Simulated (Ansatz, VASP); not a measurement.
## HCl: VASP beside Ansatz

File INCAR:

```
SYSTEM = HCl
PREC = Accurate ; ENCUT = 600
EDIFF = 1E-6 ; ISMEAR = 0
SIGMA = 0.1 ; LREAL = .False.
LASPH = .True. ; NELM = 80
ALGO = Normal ; ISIF = 3
LWAVE = .False. ; LCHARG = .False.
GGA = PS ; IBRION = 2
NSW = 100 ; EDIFFG = -0.05
```

File KPOINTS:

```
regular mesh
0
Gamma
  6 6 6
  0 0 0
```

POSCAR

```
HCl
1.0
    0.0000000000      2.6750000000      2.8550000000
    2.5150000000      0.0000000000      2.8550000000
    2.5150000000      2.6750000000      0.0000000000
H Cl
1 1
Direct
    0.0000000000      0.0000000000      0.0000000000
    0.5000000000      0.5000000000      0.5000000000
```

Input for Ansatz:

```yaml
crystal:
  lattice:
    - [0.0, 2.675, 2.855]
    - [2.515, 0.0, 2.855]
    - [2.515, 2.675, 0.0]
  atoms:
    - { symbol: H, position: [0.0, 0.0, 0.0] }
    - { symbol: Cl, position: [0.5, 0.5, 0.5] }
basis:
  ecutwfc: 420
kpoints:
  mp_grid: { grid: [6, 6, 6] }
hamiltonian:
  xc: pbesol
scf:
  occupations: { method: gaussian, width: 0.1 }
output:
  forces: true
  stress: true
  eigenvalues: true
relax:
  adjacent_minimum: "off"
  f_tol: 0.05
  max_steps: 80
  cell: { stress_tol: 0.5 }
```

Alike in both runs: task relaxation of cell and atoms; functional PBEsol; k mesh 6 × 6 × 6; occupations gaussian, width 0.1 eV; no spin polarisation.

|  | VASP | Ansatz |
| --- | --- | --- |
| version | VASP 6.6.1 | Ansatz 0.2.0 |
| potentials or method | VASP PAW PBE potentials, release 64 (H, Cl), cutoff 600 eV | scalar-relativistic, plane waves, PAW |
| valence electrons in the cell | 8 | 8 |

```tsv
	VASP	Ansatz	Ansatz less VASP
gap on the k mesh at the Fermi level, each at its own relaxed structure (eV)	2.66	2.76	+0.101
relaxed volume (Å³/atom)	19.06	20.46	+1.399
relaxed length of the cell vector where the two differ most in proportion (Å)	3.760	3.975	+0.2145
```

VASP's potentials were made for PBE, not for PBEsol. One of these differences is far larger than is usual between the two programs; its cause wasn't traced.
